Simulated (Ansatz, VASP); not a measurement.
One calculation of CaO, two programs

File INCAR:

```
PREC     = Accurate       # precision mode
ENCUT    = 600            # plane-wave cutoff, eV
EDIFF    = 1E-6           # SCF threshold, eV
ISMEAR   = 0              # smearing method
SIGMA    = 0.1            # smearing width, eV
LREAL    = False          # projectors in reciprocal space
LASPH    = True           # aspherical terms in the spheres
NELM     = 120            # most SCF steps
ALGO     = Normal         # electronic algorithm
ISIF     = 2              # what is computed and relaxed
LWAVE    = False          # write WAVECAR
LCHARG   = False          # write CHGCAR
GGA      = CA             # functional
NBANDS   = 15             # bands
GGA_COMPAT= False
```

File KPOINTS:

```
regular mesh
0
Gamma
  6 6 6
```

Contents of POSCAR:

```
CaO
1.0
    0.0000000000      2.4535000000      2.4535000000
    2.4535000000      0.0000000000      2.4535000000
    2.4535000000      2.4535000000      0.0000000000
Ca O
1 1
Direct
    0.0000000000      0.0000000000      0.0000000000
    0.5000000000      0.5000000000      0.5000000000
```

Input for Ansatz:

```yaml
crystal:
  lattice:
    - [0.0, 2.4535, 2.4535]
    - [2.4535, 0.0, 2.4535]
    - [2.4535, 2.4535, 0.0]
  atoms:
    - { symbol: Ca, position: [0.0, 0.0, 0.0] }
    - { symbol: O, position: [0.5, 0.5, 0.5] }
basis:
  ecutwfc: 420
kpoints:
  mp_grid: { grid: [6, 6, 6] }
hamiltonian:
  xc: lda
scf:
  occupations: { method: gaussian, width: 0.1 }
output:
  forces: true
  stress: true
  eigenvalues: true
```

Alike in both runs: task single point; functional LDA; k mesh 6 × 6 × 6; occupations gaussian, width 0.1 eV; no spin polarisation.

|  | VASP | Ansatz |
| --- | --- | --- |
| version | VASP 6.6.1 | Ansatz 0.2.0 |
| potentials or method | VASP PAW LDA potentials, release 64 (Ca_sv, O), cutoff 600 eV | scalar-relativistic, plane waves, PAW |
| valence electrons in the cell | 16 | 16 |

|  | VASP | Ansatz | Ansatz less VASP |
| --- | --- | --- | --- |
| gap on the k mesh at the Fermi level (eV) | 3.48 | 3.50 | +0.023 |
| least direct gap on the mesh (eV) | 3.87 | 3.89 | +0.024 |
| pressure (GPa) | -11.7 | -12.2 | -0.49 |

LDA's correlation is that of Perdew and Zunger in VASP and of Perdew and Wang (1992) in Ansatz.
